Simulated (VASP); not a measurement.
# Al16GeN15 (a cell with a defect) in VASP: further runs, part 2 of 2

VASP 6.6.1. Earlier steps stand in the parts before.

## 3. Single point, r2SCAN

POSCAR

```
Al16GeN15
1.0
    6.2595139128      0.0000000578      0.0000000000
   -3.1297570064      5.4208980350      0.0000000000
    0.0000000000      0.0000000000     10.0348065929
Al N Ge
16 15 1
Direct
    0.3361064194      0.1634771379      0.2534069917
    0.1669018518      0.3319268880      0.4989475449
    0.3303419167      0.1683002555      0.7563481104
    0.1665412071      0.3323610404      1.0081358165
    0.3364181921      0.6706649510      0.2529684901
    0.1964545459      0.8483644762      0.5149832142
    0.3302134020      0.6597951824      0.7563503889
    0.1706996230      0.8344584557      0.9927765103
    0.8285430568      0.1629806117      0.2528576307
    0.6503636140      0.3021277427      0.5148908293
    0.8389049984      0.1686107085      0.7564294896
    0.6642326347      0.3281474794      0.9928762559
    0.8340160000      0.6656885400      0.2120740236
    0.6492591976      0.8496994379      0.5153088863
    0.8327508133      0.6659441714      0.7395493725
    0.6637773510      0.8351335382      0.9931852059
    0.3329804094      0.1658165543      0.4432271281
    0.1679284550      0.3313033838      0.1963708073
    0.3284110195      0.1702908174      0.9413366087
    0.1674072621      0.3309974457      0.6906177660
    0.3320948421      0.6702891455      0.4433242857
    0.1804535884      0.8371974291      0.1774913369
    0.3277421501      0.6588615878      0.9412519252
    0.1789959662      0.8370353683      0.7040180333
    0.8286331435      0.1666244585      0.4431975826
    0.6620866261      0.3190628811      0.1774900986
    0.8399221288      0.1712059677      0.9413457264
    0.6615327828      0.3195257621      0.7039916204
    0.6620040374      0.8369441835      0.1781591566
    0.8313689761      0.6674135028      0.9374717713
    0.6616698268      0.8371349415      0.7036703048
    0.8308856114      0.6677247177      0.4312121017
```

INCAR.step1

```
SYSTEM = Al16GeN15
ALGO     = Normal         ! electronic algorithm
EDIFF    = 1E-5           ! SCF threshold, eV
ENCUT    = 580            ! plane-wave cutoff, eV
GGA      = PE             ! functional
GGA_COMPAT= .False.      
ISMEAR   = -1             ! smearing method
ISYM     = -1           
LASPH    = .True.         ! aspherical terms in the spheres
LCHARG   = .False.        ! write CHGCAR
LREAL    = Auto         
LWAVE    = .True.         ! write WAVECAR
NBANDS   = 90             ! bands
NELECT   = 138.0        
NELM     = 120            ! most SCF steps
PREC     = Accurate       ! precision mode
SIGMA    = 0.01           ! smearing width, eV
```

INCAR.step2

```
SYSTEM = Al16GeN15
ALGO     = Normal         ! electronic algorithm
EDIFF    = 1E-6           ! SCF threshold, eV
ENCUT    = 580            ! plane-wave cutoff, eV
GGA_COMPAT= .False.      
ISIF     = 2              ! what is computed and relaxed
ISMEAR   = -1             ! smearing method
ISTART   = 1            
ISYM     = -1           
LASPH    = .True.         ! aspherical terms in the spheres
LCHARG   = .True.         ! write CHGCAR
LELF     = .True.         ! ELF
LMIXTAU  = .True.       
LREAL    = Auto         
LVHAR    = .True.       
LWAVE    = .False.        ! write WAVECAR
METAGGA  = R2SCAN         ! meta-GGA
NBANDS   = 90             ! bands
NELECT   = 138.0        
NELM     = 120            ! most SCF steps
PREC     = Accurate       ! precision mode
SIGMA    = 0.01           ! smearing width, eV
```

KPOINTS

```
explicit points
1
Reciprocal
  0.25000000   0.25000000   0.25000000 1
```

Potentials or basis: VASP PAW PBE potentials, release 64 (Al, N, Ge_d).

On the command line:

```sh
> cat potpaw_PBE.64/Al/POTCAR potpaw_PBE.64/N/POTCAR potpaw_PBE.64/Ge_d/POTCAR > POTCAR
> cp INCAR.step1 INCAR
> mpirun -np 1 vasp_std > vasp.out
> cp INCAR.step2 INCAR
> mpirun -np 1 vasp_std > vasp.out
```

OUTCAR:

```text
SYSTEM = Al16GeN15
   EDIFF = 1E-6
   ENCUT = 580
   ISIF = 2
   ISMEAR = -1
   ISTART = 1
   ISYM = -1
   LASPH = .True.
   LREAL = Auto
   METAGGA = R2SCAN
   NELECT = 138.0
   NELM = 120
   PREC = Accurate

 ion  position               nearest neighbor table
   1  0.336  0.163  0.253-  17 1.91  18 1.91  26 1.92  22 1.93   2 3.07   4 3.07   9 3.08   5 3.09
                            10 3.13   6 3.13  13 3.16  13 3.16  12 3.16   8 3.17   5 3.17   9 3.18
   2  0.167  0.332  0.499-  17 1.89  25 1.92  21 1.92  20 1.92   1 3.07   9 3.08   5 3.08   6 3.13
                            10 3.13   3 3.13   7 3.14  11 3.14  14 3.14  14 3.14  10 3.15   6 3.15
   3  0.330  0.168  0.756-  19 1.86  28 1.87  24 1.87  20 1.88   6 2.98   8 2.98  10 2.98  12 2.99
                             7 3.08  11 3.08   4 3.09   2 3.13  15 3.13  15 3.13  11 3.18   7 3.18
   4  0.167  0.332  0.008-  19 1.88  18 1.89  23 1.89  27 1.89   9 3.06   5 3.07   1 3.07  11 3.09
                             7 3.09   3 3.09  12 3.13  16 3.13   8 3.13  16 3.13   8 3.13  12 3.13
   5  0.336  0.671  0.253-  22 1.91  21 1.91  29 1.92  18 1.93   4 3.07   2 3.08   9 3.08   1 3.09
                            14 3.13   6 3.15  16 3.15  13 3.16  13 3.16   8 3.16   1 3.17   9 3.18
[... 214 lines left out ...]
      4     -14.0509      2.00000
      5     -14.0400      2.00000
      6      -9.6627      2.00000
[... 73 lines left out ...]
     80      13.7417      0.00000
     81      13.8187      0.00000
 [bands above 81 left out]

------------------------ aborting loop because EDIFF is reached ----------------------------------------

  FORCE on cell =-STRESS in cart. coord.  units (eV):
  Direction    XX          YY          ZZ          XY          YZ          ZX
  --------------------------------------------------------------------------------------
  -------------------------------------------------------------------------------------
  Total       28.0830352     16.9672040     30.7330823     -9.5993106      0.4250087      0.0246787
  in kB      132.1398381     79.8362277    144.6091736    -45.1678864      1.9998047      0.1161211
  external PRESSURE =     118.8617465 kB  Pullay stress =       0.0000000 kB

 VOLUME and BASIS-vectors are now :
 -----------------------------------------------------------------------------
  energy-cutoff  :      580.00
  volume of cell :      340.50
      direct lattice vectors                 reciprocal lattice vectors
     6.259513913  0.000000058  0.000000000     0.159756813  0.092235641  0.000000000
    -3.129757006  5.420898035  0.000000000    -0.000000002  0.184471279  0.000000000
     0.000000000  0.000000000 10.034806593     0.000000000  0.000000000  0.099653141

 POSITION                                       TOTAL-FORCE (eV/Angst)
 -----------------------------------------------------------------------------------
      1.59222      0.88619      2.54289        -0.003941     -0.010116     -0.031477
      0.00587      1.79934      5.00684        -0.003194      0.002592     -0.016883
      1.54104      0.91234      7.58981         0.027875     -0.018436      0.037857
      0.00226      1.80170      0.08164         0.004579      0.000720     -0.015287
      0.00680      3.63561      2.53849        -0.024265      0.010217     -0.022079
     -1.42546      4.59890      5.16776        -0.112652     -0.080383     -0.107527
[... 24 lines left out ...]
      1.52170      4.53802      7.06120        -0.016562      0.013511     -0.061680
      3.11112      3.61967      4.32713         0.004547      0.007735      0.143705
 -----------------------------------------------------------------------------------
    total drift:                               -0.006650      0.001971      0.065874

  FREE ENERGIE OF THE ION-ELECTRON SYSTEM (eV)
  ---------------------------------------------------
  free  energy   TOTEN  =      -297.6044895715 eV

  energy  without entropy=     -297.6044895715  energy(sigma->0) =     -297.60448957
```

Run time: 5 min. Hardware: 1 thread of Intel Xeon Platinum 8488C (Sapphire Rapids), shared host; peak memory 0.53 GiB.

Results:

```yaml
Free_energy: -297.6045 eV
Largest_force: 0.193 eV/Å
```

Forces on the atoms (eV/Å):
```
Al  -0.004 -0.010 -0.031
Al  -0.003  0.003 -0.017
Al   0.028 -0.018  0.038
Al   0.005  0.001 -0.015
Al  -0.024  0.010 -0.022
Al  -0.113 -0.080 -0.108
Al  -0.010  0.042  0.031
Al   0.009 -0.001  0.083
Al  -0.022  0.003 -0.021
Al   0.022  0.139 -0.096
Al  -0.038 -0.020  0.031
Al   0.008  0.001  0.070
Al  -0.016 -0.009  0.175
Al   0.129 -0.079 -0.120
Al  -0.003 -0.002  0.037
Al   0.011 -0.006  0.070
N    0.070 -0.037  0.066
N    0.010 -0.003 -0.047
N    0.026 -0.018 -0.059
N    0.005  0.002  0.030
N    0.012  0.085  0.090
N   -0.033 -0.020 -0.042
N   -0.002  0.038 -0.062
N    0.010  0.008 -0.070
N   -0.078 -0.051  0.089
N    0.006  0.047 -0.036
N   -0.033 -0.022 -0.061
N   -0.003 -0.008 -0.071
N    0.042 -0.014 -0.053
N    0.001 -0.003  0.038
N   -0.017  0.014 -0.062
Ge   0.005  0.008  0.144
```

Levels at points of the mesh, in eV from the Fermi level:
```csv
k point,band 65,band 66,band 67,band 68,band 69,band 70,band 71,band 72,band 73,band 74
"(0.25, 0.25, 0.25)",-3.42,-3.24,-0.99,-0.86,-0.28,2.75,3.48,3.93,4.15,4.26
```

Caveat: the cell carries a net charge on a neutralising background, which shifts energy and pressure; the cell is charged against a uniform background, so pressure and absolute levels hang on convention; the PAW data sets were made with another functional, which shifts forces and pressure a little.

## 4. Single point, PBE, collinear spin

INCAR

```
SYSTEM = Al16GeN15
ALGO = Normal ; EDIFF = 1E-6
ENCUT = 520 ; GGA = PE
GGA_COMPAT = .FALSE. ; ISIF = 2
ISMEAR = 0 ; ISPIN = 2
ISYM = -1 ; LASPH = .TRUE.
LCHARG = .FALSE. ; LORBIT = 11
LREAL = Auto ; LWAVE = .FALSE.
MAGMOM = 0 0 0 0 0 0.01 0 0 0 0.01 0 0 0 0.03 0 0 0 0 0 0 0.09 0 0 0.01 0.09 0 0 0.01 0.04 0 0.01 0.18 ; NBANDS = 94
NELM = 200 ; NUPDOWN = 1.0
PREC = Accurate ; SIGMA = 0.01
```

KPOINTS is that of step 3.

POSCAR

```
Al16GeN15
1.0
    6.2595139092      0.0000000618      0.0000000000
   -3.1297570081      5.4208980298      0.0000000000
    0.0000000000      0.0000000000     10.0348065900
Al N Ge
16 15 1
Direct
    0.3365974969      0.1641300680      0.2508872211
    0.1654214354      0.3351039628      0.4996379740
    0.3300501695      0.1704077432      0.7566114145
    0.1671075624      0.3329065836      1.0076988138
    0.3377561039      0.6707872859      0.2510672104
    0.1976745382      0.8596131266      0.5157978162
    0.3295551795      0.6598556623      0.7563798557
    0.1767633944      0.8373221349      0.9924227165
    0.8298035288      0.1629139375      0.2509801195
    0.6415500797      0.3033968960      0.5156702751
    0.8403897577      0.1706854962      0.7564860025
    0.6628289466      0.3235369761      0.9924838078
    0.8387342819      0.6620282557      0.1982992076
    0.6486042192      0.8519611228      0.5208869146
    0.8337435705      0.6667873591      0.7483720423
    0.6638208464      0.8362304949      0.9943100494
    0.3305795285      0.1705659367      0.4410899601
    0.1687351764      0.3319418493      0.1963459980
    0.3291880173      0.1709876124      0.9407716558
    0.1675620216      0.3323121789      0.6897602151
    0.3317729273      0.6746934330      0.4438784968
    0.1855237155      0.8385580052      0.1767993643
    0.3297908521      0.6596088213      0.9407371748
    0.1761770902      0.8369102707      0.7024272392
    0.8257793510      0.1684882409      0.4437520351
    0.6621257815      0.3154032747      0.1768674652
    0.8402059283      0.1701574900      0.9408742846
    0.6636194745      0.3241888841      0.7024194396
    0.6653190574      0.8352986270      0.1810346160
    0.8330607386      0.6671099556      0.9428432072
    0.6640334863      0.8361281826      0.7043379302
    0.8317062490      0.6696643654      0.4199801895
```

On the command line:

```sh
> cat potpaw_PBE.64/Al/POTCAR potpaw_PBE.64/N/POTCAR potpaw_PBE.64/Ge_d/POTCAR > POTCAR
> mpirun -np 1 vasp_std > vasp.out
```

Run time: 2.3 min. Hardware: 1 thread of Intel Xeon Platinum 8488C (Sapphire Rapids), shared host; peak memory 0.58 GiB.

The run converged. Its results:

```
Free energy                                           : -228.4824 eV
Pressure                                              : 10.4 GPa
Largest force                                         : 0.030 eV/Å
Net moment                                            : 1.00 μB per cell
Site moments                                          : Al +0.00, -0.00, +0.02, +0.05 (each value once); N -0.00, +0.00, +0.08, +0.01, +0.07, +0.04 (each value once); Ge +0.32 μB
Valence electrons inside the program's atomic spheres : Al 0.78, 0.79, 0.83, 0.81, 0.89, 0.90, 0.85, 0.87, 0.82 (each value once); N 3.87, 3.84, 3.88, 3.85, 3.83, 3.86, 3.82 (each value once); Ge 12.96
```

Forces in eV/Å, atoms in the order of the input:
```
Al  -0.012  0.004  0.001
Al  -0.004 -0.002 -0.009
Al   0.006 -0.005  0.000
Al   0.002  0.008  0.000
Al  -0.010 -0.013  0.003
Al   0.008 -0.005  0.001
Al   0.009  0.006  0.004
Al   0.023  0.007  0.000
Al   0.008  0.016  0.004
Al   0.005 -0.004  0.000
Al  -0.003 -0.017 -0.002
Al   0.002 -0.019  0.003
Al   0.003  0.000  0.030
Al  -0.023  0.006  0.002
Al  -0.012  0.001 -0.009
Al  -0.019  0.007 -0.009
N   -0.001  0.003  0.004
N    0.001 -0.002 -0.014
N    0.004 -0.002 -0.008
N   -0.002  0.003  0.001
N    0.003  0.000  0.002
N    0.004 -0.001 -0.011
N   -0.002  0.005  0.000
N   -0.001  0.009  0.008
N    0.002  0.000  0.002
N    0.002 -0.006 -0.016
N   -0.008 -0.002 -0.004
N   -0.004  0.005  0.007
N   -0.002  0.000 -0.019
N    0.001 -0.001  0.005
N    0.003  0.008  0.007
Ge   0.018 -0.010  0.016
```

Stress tensor (GPa, compression positive):
```
 9.93 -3.03 -0.52
-3.03  6.44  0.57
-0.52  0.57 14.93
```

Caveat: the total moment is fixed, so each spin has its own Fermi level and the state may be an excited one.
